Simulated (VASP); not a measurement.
# Rh (P6_3/mmc) in VASP: further runs, part 2 of 2

VASP 6.6.1. Earlier steps stand in the parts before.

### 6 Single point, PBE

This run uses another cell than the first one, of 14.08 Å³/atom.

The input, INCAR:

```
SYSTEM = Rh
PREC = Accurate
ENCUT = 520
EDIFF = 1E-6
ISMEAR = -1
SIGMA = 0.05
LREAL = .FALSE.
LASPH = .TRUE.
NELM = 80
ALGO = Normal
ISIF = 2
LWAVE = .FALSE.
LCHARG = .FALSE.
GGA = PE
NBANDS = 38
```

The input, KPOINTS:

```
Automatic mesh
0
G
  11 11 3
  0 0 0
```

The input, POSCAR:

```
Rh
1.0
    2.7095712663      0.0000000000      0.0000000000
   -1.3547856331      2.3465575500      0.0000000000
    0.0000000000      0.0000000000      8.8563371932
Rh
4
Direct
    0.6666666667      0.3333333333      0.7500000000
    0.0000000000      0.0000000000      0.5000000000
    0.3333333333      0.6666666667      0.2500000000
    0.0000000000      0.0000000000      0.0000000000
```

Potentials or basis: VASP PAW PBE potentials, release 64 (Rh_pv).

The run is started by

```bash
> cat potpaw_PBE.64/Rh_pv/POTCAR > POTCAR
> mpirun -np 1 vasp_std > vasp.out
```

OUTCAR:

```text
SYSTEM = Rh
   PREC = Accurate
   ENCUT = 520
   EDIFF = 1E-6
   ISMEAR = -1
   LREAL = .FALSE.
   LASPH = .TRUE.
   NELM = 80
   ISIF = 2
   GGA = PE

 ion  position               nearest neighbor table
   1  0.667  0.333  0.750-   2 2.71   4 2.71   2 2.71   4 2.71   2 2.71   4 2.71
   2  0.000  0.000  0.500-   1 2.71   3 2.71   3 2.71   1 2.71   1 2.71   3 2.71
   3  0.333  0.667  0.250-   2 2.71   4 2.71   2 2.71   4 2.71   2 2.71   4 2.71
   4  0.000  0.000  0.000-   1 2.71   3 2.71   3 2.71   1 2.71   1 2.71   3 2.71

  LATTYP: Found a hexagonal cell.
 ALAT       =     2.7095712663
 C/A-ratio  =     3.2685382014

  Lattice vectors:

 A1 = (   2.7095712663,   0.0000000000,   0.0000000000)
 A2 = (  -1.3547856331,   2.3465575500,   0.0000000000)
 A3 = (   0.0000000000,   0.0000000000,   8.8563371932)

Analysis of symmetry for initial positions (statically):
=====================================================================
 Subroutine PRICEL returns:
 Original cell was already a primitive cell.

 Routine SETGRP: Setting up the symmetry group for a
 hexagonal supercell.

 Subroutine GETGRP returns: Found 24 space group operations
 (whereof 12 operations were pure point group operations)
 out of a pool of 24 trial point group operations.

The static configuration has the point symmetry D_3d.
 The point group associated with its full space group is D_6h.

Analysis of symmetry for dynamics (positions and initial velocities):
=====================================================================
 Subroutine PRICEL returns:
 Original cell was already a primitive cell.

 Routine SETGRP: Setting up the symmetry group for a
 hexagonal supercell.

 Subroutine GETGRP returns: Found 24 space group operations
 (whereof 12 operations were pure point group operations)
 out of a pool of 24 trial point group operations.

The dynamic configuration has the point symmetry D_3d.
 The point group associated with its full space group is D_6h.

 Subroutine INISYM returns: Found 24 space group operations
 (whereof 12 operations are pure point group operations),
[... 120 lines left out ...]
     AMIX_MAG =   1.60;   BMIX_MAG =  1.00
  volume/ion in A,a.u.               =      14.08        95.00
  Fermi-wavevector in a.u.,A,eV,Ry     =   1.672104  3.159818 38.040959  2.795932
  Thomas-Fermi vector in A             =   2.757310
   LORBIT       =      0    0 simple, 1 ext, 2 COOP (PROOUT), +10 PAW based schemes
   GGA     = PE    functional components
   LHFCALC =     F    Hartree Fock is set to
   AEXX    =    0.0000 exact exchange contribution
   IVDW    =     0    specifies the selected vdW correction
   LEPSILON=     F    determine dielectric tensor
   LRPA    =     F    only Hartree local field effects (RPA)
 non-spin polarized calculation
  energy-cutoff  :      520.00
  volume of cell :       56.31
 maximum number of plane-waves:      1535
   NGX = 11   NGY = 11   NGZ = 33

 number of electron      59.9999992 magnetization

 Free energy of the ion-electron system (eV)
  ---------------------------------------------------
  ext. energy  EPLUGINS =         0.00000000
  ---------------------------------------------------
  free energy    TOTEN  =       -28.97739634 eV

  energy without entropy =      -28.92412288  energy(sigma->0) =      -28.95075961

 E-fermi :  11.4924     XC(G=0): -13.8790

 val. band max:       11.4822920026   @ k =   0.2727   0.0909   0.0000
 cond. band min:      11.4932945630   @ k =   0.3636   0.2727   0.3333
 fundamental gap:      0.0110025604
 Fermi energy:        11.4924429612

 k-point     1 :       0.0000    0.0000    0.0000
  band No.  band energies     occupation
      1     -35.5351      2.00000
      2     -35.2058      2.00000
      3     -35.2033      2.00000
      4     -34.9442      2.00000
      5     -34.9442      2.00000
      6     -34.9032      2.00000
[... 973 lines left out ...]
     37      21.6072      0.00000
     38      24.4723      0.00000

 [... further k-points ...]

------------------------ aborting loop because EDIFF is reached ----------------------------------------

  FORCE on cell =-STRESS in cart. coord.  units (eV):
  Direction    XX          YY          ZZ          XY          YZ          ZX
  --------------------------------------------------------------------------------------
  -------------------------------------------------------------------------------------
  Total        0.1685784      0.1685784     -0.3656228      0.0000000      0.0000000      0.0000000
  in kB        4.7965237      4.7965237    -10.4029825      0.0000000      0.0000000      0.0000000
  external PRESSURE =      -0.2699783 kB  Pullay stress =       0.0000000 kB

 VOLUME and BASIS-vectors are now :
 -----------------------------------------------------------------------------
  energy-cutoff  :      520.00
  volume of cell :       56.31
      direct lattice vectors                 reciprocal lattice vectors
     2.709571266  0.000000000  0.000000000     0.369062077  0.213078090  0.000000000
    -1.354785633  2.346557550  0.000000000     0.000000000  0.426156179  0.000000000
     0.000000000  0.000000000  8.856337193     0.000000000  0.000000000  0.112913497

 POSITION                                       TOTAL-FORCE (eV/Angst)
 -----------------------------------------------------------------------------------
      1.35479      0.78219      6.64225         0.000000      0.000000      0.000000
      0.00000      0.00000      4.42817         0.000000      0.000000      0.000000
     -0.00000      1.56437      2.21408        -0.000000     -0.000000     -0.000000
      0.00000      0.00000      0.00000         0.000000      0.000000      0.000000
 -----------------------------------------------------------------------------------
    total drift:                                0.000000     -0.000000      0.000000

  FREE ENERGIE OF THE ION-ELECTRON SYSTEM (eV)
  ---------------------------------------------------
  free  energy   TOTEN  =       -28.9773963403 eV

  energy  without entropy=      -28.9241228805  energy(sigma->0) =      -28.95075961
```

OSZICAR:

```text
N       E                     dE             d eps       ncg     rms          rms(c)
DAV:   1     0.772456100615E+03    0.77246E+03   -0.36760E+04  2504   0.182E+03
DAV:   2    -0.526240798166E+01   -0.77772E+03   -0.75574E+03  2552   0.570E+02
DAV:   3    -0.307041127340E+02   -0.25442E+02   -0.24695E+02  2672   0.112E+02
DAV:   4    -0.309453894929E+02   -0.24128E+00   -0.24105E+00  2714   0.112E+01
DAV:   5    -0.309494410198E+02   -0.40515E-02   -0.40515E-02  2704   0.147E+00    0.192E+01
DAV:   6    -0.290475066855E+02    0.19019E+01   -0.59925E+00  2630   0.185E+01    0.659E+00
DAV:   7    -0.289935550603E+02    0.53952E-01   -0.16486E-01  2714   0.297E+00    0.294E+00
DAV:   8    -0.291157938012E+02   -0.12224E+00   -0.79358E-01  2594   0.839E+00    0.372E+00
DAV:   9    -0.289774365456E+02    0.13836E+00   -0.45266E-01  2594   0.521E+00    0.483E-01
DAV:  10    -0.289774098029E+02    0.26743E-04   -0.68955E-03  2642   0.596E-01    0.458E-02
DAV:  11    -0.289773987619E+02    0.11041E-04   -0.99189E-05  2740   0.981E-02    0.286E-02
DAV:  12    -0.289773968522E+02    0.19097E-05   -0.16194E-05  2660   0.380E-02    0.581E-03
DAV:  13    -0.289773963403E+02    0.51196E-06   -0.48412E-07  1456   0.680E-03
   1 F= -.28977396E+02 E0= -.28950760E+02  d E =-.532735E-01
```

stdout:

```text
POSCAR found type information on POSCAR Rh
 POSCAR found :  1 types and       4 ions
 scaLAPACK will be used
 LDA part: xc-table for (Slater+PW92), standard interpolation
 POSCAR, INCAR and KPOINTS ok, starting setup
 FFT: planning ... GRIDC
 FFT: planning ... GRID_SOFT
 FFT: planning ... GRID
 WAVECAR not read
 entering main loop
```

It took 47 s on 1 thread of AMD EPYC 7R43 (Zen 3), shared host; peak memory 0.15 GiB.

Results:

| Quantity | Value |
| --- | --- |
| Free energy | -28.9774 eV |
| Pressure | 0.0 GPa |
| Band gap on the k mesh | zero (bands 30 and 31 overlap by 1.57 eV) |

### 7 Overview

```tsv
cell	gap on the mesh (eV)	pressure (GPa)
a = 2.655, b = 2.655, c = 8.679 Å, angles 90.0, 90.0, 120.0°, 4 atoms	none	18.1
a = 2.674, b = 2.674, c = 8.739 Å, angles 90.0, 90.0, 120.0°, 4 atoms	none	11.3
a = 2.692, b = 2.692, c = 8.798 Å, angles 90.0, 90.0, 120.0°, 4 atoms	none	5.3
a = 2.710, b = 2.710, c = 8.856 Å, angles 90.0, 90.0, 120.0°, 4 atoms	none	0.0
```

Alike in all rows: task single point; level PBE; potentials or basis VASP PAW PBE potentials, release 64 (Rh_pv); no spin polarisation; k mesh 11 × 11 × 3; cutoff (eV) 520; smearing fermi-dirac 0.05 eV.

Caveats: the cell stands under pressure (at least some runs).

Total energies depend on the potentials used, so only differences within one code and one set of settings carry meaning.
